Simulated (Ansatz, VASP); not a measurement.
## Two plane-wave programs on C

Contents of POSCAR:

```
C
1.0
    0.0000000000      1.7768347122      1.7768347122
    1.7768347122      0.0000000000      1.7768347122
    1.7768347122      1.7768347122      0.0000000000
C
2
Direct
    0.5000000000      0.5000000000      0.5000000000
    0.7500000000      0.7500000000      0.7500000000
```

INCAR.step1

```
SYSTEM = C
ALGO = Normal
EDIFF = 1E-5
ENCUT = 660
GGA = PE
GGA_COMPAT = .FALSE.
ISMEAR = 0
LASPH = .TRUE.
LCHARG = .FALSE.
LREAL = .FALSE.
LWAVE = .TRUE.
NBANDS = 11
NELM = 120
PREC = Accurate
SIGMA = 0.02
```

Contents of INCAR.step2:

```
SYSTEM = C
ALGO = Normal
EDIFF = 1E-6
ENCUT = 660
GGA_COMPAT = .FALSE.
ISIF = 2
ISMEAR = 0
ISTART = 1
LASPH = .TRUE.
LCHARG = .FALSE.
LMIXTAU = .TRUE.
LREAL = .FALSE.
LWAVE = .FALSE.
METAGGA = R2SCAN
NBANDS = 11
NELM = 120
PREC = Accurate
SIGMA = 0.02
```

KPOINTS

```
k-points
0
G
  12 12 12
  0 0 0
```

Input for Ansatz:

```yaml
crystal:
  lattice:
    - [0.0, 1.7768347122, 1.7768347122]
    - [1.7768347122, 0.0, 1.7768347122]
    - [1.7768347122, 1.7768347122, 0.0]
  atoms:
    - { symbol: C, position: [0.5, 0.5, 0.5] }
    - { symbol: C, position: [0.75, 0.75, 0.75] }
basis:
  ecutwfc: 500
kpoints:
  mp_grid: { grid: [12, 12, 12] }
hamiltonian:
  xc: r2scan
  pseudopotentials: { kind: paw, azcp: { folder: soft_1 } }
scf:
  occupations: { method: gaussian, width: 0.02 }
output:
  forces: true
  stress: true
  eigenvalues: true
```

Alike in both runs: task single point; functional r2SCAN; k mesh 12 × 12 × 12; occupations gaussian, width 0.02 eV; no spin polarisation.

|  | VASP | Ansatz |
| --- | --- | --- |
| version | VASP 6.6.1 | Ansatz 0.2.0 |
| potentials or method | VASP PAW PBE potentials, release 64 (C), cutoff 660 eV | scalar-relativistic, plane waves, PAW |
| valence electrons in the cell | 8 | 8 |

Ansatz gave:

- gap on the k mesh at the Fermi level (eV): 4.40
- least direct gap on the mesh (eV): 5.91
- pressure (GPa): 2.5

Task: Estimate VASP's values.

Result: gap on the k mesh at the Fermi level (eV): 4.37; least direct gap on the mesh (eV): 5.87; pressure (GPa): 2.7.

VASP's potentials were made for PBE, not for r2SCAN. With one functional, cell and mesh, what is left measures potentials, basis and numerics.
